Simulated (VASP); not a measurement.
# Ni (I4/mmm) in VASP: a series of runs, part 2 of 2

VASP 6.6.1. Earlier steps stand in the parts before.

### Step 3. Single point, PBEsol, collinear spin, ferromagnetic start (biaxial strain in the a-b plane: -1.0 %)

Contents of INCAR:

```
PREC = Accurate
ENCUT = 520
EDIFF = 1E-6
ISMEAR = 0
SIGMA = 0.1
LREAL = False
LASPH = True
NELM = 150
ALGO = Normal
ISIF = 2
LWAVE = False
LCHARG = True
ISPIN = 2
MAGMOM = 0.73 0.73
LORBIT = 11
LMAXMIX = 4
GGA = PS
LELF = True
LVHAR = True
NBANDS = 21
```

Contents of KPOINTS:

```
Automatic mesh
0
Gamma
  22 22 16
```

Contents of POSCAR:

```
Ni
1.0
    1.7142589539      1.7142589539      0.0000000000
   -1.7142589539      1.7142589539      0.0000000000
    0.0000000000      0.0000000000      3.4839282982
Ni
2
Direct
    0.0000000000      0.0000000000      0.0000000000
    0.5000000000      0.5000000000      0.5000000000
```

Potentials or basis: VASP PAW PBE potentials, release 64 (Ni).

Launch:

```bash
cat potpaw_PBE.64/Ni/POTCAR > POTCAR
mpirun -np 1 vasp_std > vasp.out
```

OUTCAR:

```text
PREC = Accurate
   ENCUT = 520
   EDIFF = 1E-6
   ISMEAR = 0
   LREAL = False
   LASPH = True
   NELM = 150
   ISIF = 2
   ISPIN = 2
   LORBIT = 11
   GGA = PS

 ion  position               nearest neighbor table
   1  0.000  0.000  0.000-   2 2.44   2 2.44   2 2.44   2 2.44   2 2.44   2 2.44   2 2.44   2 2.44

   2  0.500  0.500  0.500-   1 2.44   1 2.44   1 2.44   1 2.44   1 2.44   1 2.44   1 2.44   1 2.44

  LATTYP: Found a simple tetragonal cell.
 ALAT       =     2.4243282620
 C/A-ratio  =     1.4370695391

  Lattice vectors:

 A1 = (   1.7142589539,   1.7142589539,   0.0000000000)
 A2 = (  -1.7142589539,   1.7142589539,   0.0000000000)
 A3 = (   0.0000000000,   0.0000000000,   3.4839282982)

Analysis of symmetry for initial positions (statically):
=====================================================================
 Subroutine PRICEL returns following result:

  LATTYP: Found a body centered tetragonal cell.
 ALAT       =     2.4243282620
 C/A-ratio  =     1.4370695391
[... 12 lines left out ...]
 Subroutine GETGRP returns: Found 16 space group operations
 (whereof 16 operations were pure point group operations)
 out of a pool of 16 trial point group operations.

The static configuration has the point symmetry D_4h.

Analysis of symmetry for dynamics (positions and initial velocities):
=====================================================================
 Subroutine PRICEL returns following result:

  LATTYP: Found a body centered tetragonal cell.
 ALAT       =     2.4243282620
 C/A-ratio  =     1.4370695391
[... 12 lines left out ...]
 Subroutine GETGRP returns: Found 16 space group operations
 (whereof 16 operations were pure point group operations)
 out of a pool of 16 trial point group operations.

The dynamic configuration has the point symmetry D_4h.

Analysis of structural, dynamic, and magnetic symmetry:
=====================================================================
 Subroutine PRICEL returns following result:
[... 160 lines left out ...]
  ext. energy  EPLUGINS =         0.00000000
  ---------------------------------------------------
  free energy    TOTEN  =       -12.27433864 eV

  energy without entropy =      -12.25732048  energy(sigma->0) =      -12.26582956

 E-fermi :  10.0753     XC(G=0): -13.8000

 val. band max:       10.0747680207   @ k =   0.4091   0.3636   0.0000
 cond. band min:      10.0755493676   @ k =   0.4545   0.3182   0.0000
 fundamental gap:      0.0007813469
 Fermi energy:        10.0753243369

 spin component 1

 k-point     1 :       0.0000    0.0000    0.0000
  band No.  band energies     occupation
      1       0.5807      1.00000
      2       5.0185      1.00000
      3       5.5545      1.00000
      4       7.4201      1.00000
      5       7.5290      1.00000
      6       7.5290      1.00000
[... 565 lines left out ...]
     20      36.8010      0.00000
     21      37.0108      0.00000

 [... further k-points ...]

 spin component 2

 k-point     1 :       0.0000    0.0000    0.0000
  band No.  band energies     occupation
      1       0.5739      1.00000
      2       5.3733      1.00000
      3       6.1415      1.00000
      4       8.1326      1.00000
      5       8.2374      1.00000
      6       8.2374      1.00000
[... 565 lines left out ...]
     20      36.7746      0.00000
     21      37.1447      0.00000

 [... further k-points ...]

------------------------ aborting loop because EDIFF is reached ----------------------------------------

  FORCE on cell =-STRESS in cart. coord.  units (eV):
  Direction    XX          YY          ZZ          XY          YZ          ZX
  --------------------------------------------------------------------------------------
  -------------------------------------------------------------------------------------
  Total        0.5204063      0.5204063      0.2145550      0.0000000      0.0000000      0.0000000
  in kB       40.7193714     40.7193714     16.7879342      0.0000000      0.0000000      0.0000000
  external PRESSURE =      32.7422257 kB  Pullay stress =       0.0000000 kB

 VOLUME and BASIS-vectors are now :
 -----------------------------------------------------------------------------
  energy-cutoff  :      520.00
  volume of cell :       20.48
      direct lattice vectors                 reciprocal lattice vectors
     1.714258954  1.714258954  0.000000000     0.291671220  0.291671220  0.000000000
    -1.714258954  1.714258954  0.000000000    -0.291671220  0.291671220  0.000000000
     0.000000000  0.000000000  3.483928298     0.000000000  0.000000000  0.287032314

 POSITION                                       TOTAL-FORCE (eV/Angst)
 -----------------------------------------------------------------------------------
      0.00000      0.00000      0.00000        -0.000000      0.000000     -0.000000
      0.00000      1.71426      1.74196         0.000000     -0.000000      0.000000
 -----------------------------------------------------------------------------------
    total drift:                                0.000000     -0.000000     -0.000000

  FREE ENERGIE OF THE ION-ELECTRON SYSTEM (eV)
  ---------------------------------------------------
  free  energy   TOTEN  =       -12.2743386392 eV

  energy  without entropy=      -12.2573204833  energy(sigma->0) =      -12.26582956

 total charge

# of ion       s       p       d       tot
------------------------------------------
    1        0.528   0.560   8.341   9.429
    2        0.528   0.560   8.341   9.429
--------------------------------------------------
tot          1.055   1.120  16.683  18.858

 magnetization (x)

# of ion       s       p       d       tot
------------------------------------------
    1       -0.006  -0.024   0.649   0.619
    2       -0.006  -0.024   0.649   0.619
--------------------------------------------------
tot         -0.012  -0.048   1.298   1.238
```

OSZICAR:

```text
N       E                     dE             d eps       ncg     rms          rms(c)
DAV:   1     0.944774117829E+02    0.94477E+02   -0.84708E+03 65124   0.132E+03
DAV:   2    -0.891166583970E+01   -0.10339E+03   -0.95313E+02 60433   0.236E+02
DAV:   3    -0.146205737436E+02   -0.57089E+01   -0.54902E+01 66772   0.632E+01
DAV:   4    -0.146954446073E+02   -0.74871E-01   -0.74812E-01 67075   0.673E+00
DAV:   5    -0.146976923093E+02   -0.22477E-02   -0.22476E-02 67231   0.116E+00    0.159E+01
DAV:   6    -0.129262141800E+02    0.17715E+01   -0.80794E+00 70248   0.606E+01    0.814E+00
DAV:   7    -0.123196122075E+02    0.60660E+00   -0.15627E+00 69888   0.237E+01    0.292E+00
DAV:   8    -0.122814400495E+02    0.38172E-01   -0.14309E-02 87096   0.170E+00    0.137E+00
DAV:   9    -0.122757916683E+02    0.56484E-02   -0.85327E-04 87668   0.333E-01    0.408E-01
DAV:  10    -0.122744826864E+02    0.13090E-02   -0.12058E-04 88473   0.140E-01    0.106E-01
DAV:  11    -0.122743384949E+02    0.14419E-03   -0.51140E-05 78725   0.860E-02    0.279E-02
DAV:  12    -0.122743386392E+02   -0.14432E-06   -0.32595E-06 62968   0.219E-02
   1 F= -.12274339E+02 E0= -.12265830E+02  d E =-.170182E-01  mag=     1.2290
```

stdout:

```text
POSCAR found type information on POSCAR Ni
 POSCAR found :  1 types and       2 ions
 scaLAPACK will be used
 -----------------------------------------------------------------------------
|                                                                             |
|                                                                             |
|     You enforced a specific xc type in the INCAR file but a different       |
|     I HOPE YOU KNOW WHAT YOU ARE DOING!                                     |
|                                                                             |
 -----------------------------------------------------------------------------

 LDA part: xc-table for (Slater+PW92), standard interpolation
 POSCAR, INCAR and KPOINTS ok, starting setup
 FFT: planning ... GRIDC
 FFT: planning ... GRID_SOFT
 FFT: planning ... GRID
 WAVECAR not read
 entering main loop
```

Run time: 12 min. Hardware: 1 thread of Intel Xeon 8259CL, shared host; peak memory 0.48 GiB.

What came out:

- Free energy: -12.2743 eV
- Pressure: 3.3 GPa
- Net moment: 1.23 μB per cell
- Site moments: Ni +0.62 μB
- Valence electrons inside the program's atomic spheres: Ni 9.43

Levels at points of the mesh, in eV from the Fermi level:
Spin up:
```tsv
k point	band 9	band 10	band 11	band 12	band 13	band 14
(0.00, 0.00, 0.00)	-0.52	-0.42	-0.42	2.17	9.46	15.62
(0.50, 0.00, 0.00)	-1.41	-1.41	1.14	1.14	11.83	11.83
(0.50, 0.50, 0.00)	-0.38	-0.38	2.56	2.56	9.90	9.90
(0.00, 0.00, 0.50)	-1.63	-1.63	-0.89	-0.89	20.18	20.18
(0.50, 0.00, 0.50)	-0.55	-0.55	-0.46	-0.46	6.09	6.09
(0.50, 0.50, 0.50)	-0.38	-0.38	8.06	8.06	8.06	8.06
```
Spin down:
```csv
k point,band 7,band 8,band 9,band 10,band 11,band 12,band 13,band 14
"(0.00, 0.00, 0.00)",-0.77,-0.65,0.10,0.39,0.39,2.16,9.73,15.64
"(0.50, 0.00, 0.00)",-1.21,-1.21,-0.65,-0.65,1.70,1.70,12.05,12.05
"(0.50, 0.50, 0.00)",0.36,0.36,0.44,0.44,2.56,2.56,10.16,10.16
"(0.00, 0.00, 0.50)",-0.89,-0.89,-0.89,-0.89,-0.28,-0.28,20.27,20.27
"(0.50, 0.00, 0.50)",-0.48,-0.48,0.14,0.14,0.19,0.19,6.51,6.51
"(0.50, 0.50, 0.50)",-0.82,-0.82,0.44,0.44,8.26,8.26,8.26,8.26
```

Caveat: the cell differs from its parent crystal (biaxial strain in the a-b plane: -1.0 %); the cell stands under pressure; the PAW data sets were made with another functional, which shifts forces and pressure a little.
